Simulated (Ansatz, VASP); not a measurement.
## GaP, level by level in two programs

```
Ga P
1.0
     0.00000    2.66962    2.66962
     2.66962    0.00000    2.66962
     2.66962    2.66962    0.00000
Ga P
1 1
Direct
  0.00000 0.00000 0.00000
  0.75000 0.75000 0.75000
```

Single points on this cell with VASP 6.6.1 and Ansatz 0.2.0. Each row is one pair of runs. Alike in all rows: spin: off; smearing: fermi-dirac, width 0.05 eV.

| level | k mesh | VASP's potentials, cutoff | Ansatz's potentials, cutoff | gap on the k mesh at the Fermi level (eV), VASP | gap on the k mesh at the Fermi level (eV), Ansatz | least direct gap on the mesh (eV), VASP | least direct gap on the mesh (eV), Ansatz | pressure (GPa), VASP | pressure (GPa), Ansatz |
| --- | --- | --- | --- | --- | --- | --- | --- | --- | --- |
| b88 exchange, pbe correlation | 8 × 8 × 8 | VASP PAW PBE potentials, release 64 (Ga_d, P), 500 eV | Ansatz PAW, 420 eV | 1.52 | 1.51 | 2.33 | 2.33 | 8.4 | 8.6 |
| HF | 4 × 4 × 4 | VASP PAW PBE potentials, release 64 (Ga_d, P), 520 eV | Ansatz PAW, 420 eV | 7.79 | 7.63 | 10.13 | 9.97 | 13.1 | 14.0 |
| r2SCAN+D4 | 8 × 8 × 8 | VASP PAW PBE potentials, release 64 (Ga_d, P), 520 eV | Ansatz PAW, 500 eV | 1.78 | 1.77 | 2.90 | 2.92 | 5.1 | 5.1 |

Gap on the k mesh at the fermi level (eV): the two programs differ by at most 0.158; least direct gap on the mesh (eV): the two programs differ by at most 0.158; pressure (GPa): the two programs differ by at most 0.87.

The k mesh is coarse in some rows, so the values compare programs but aren't converged.
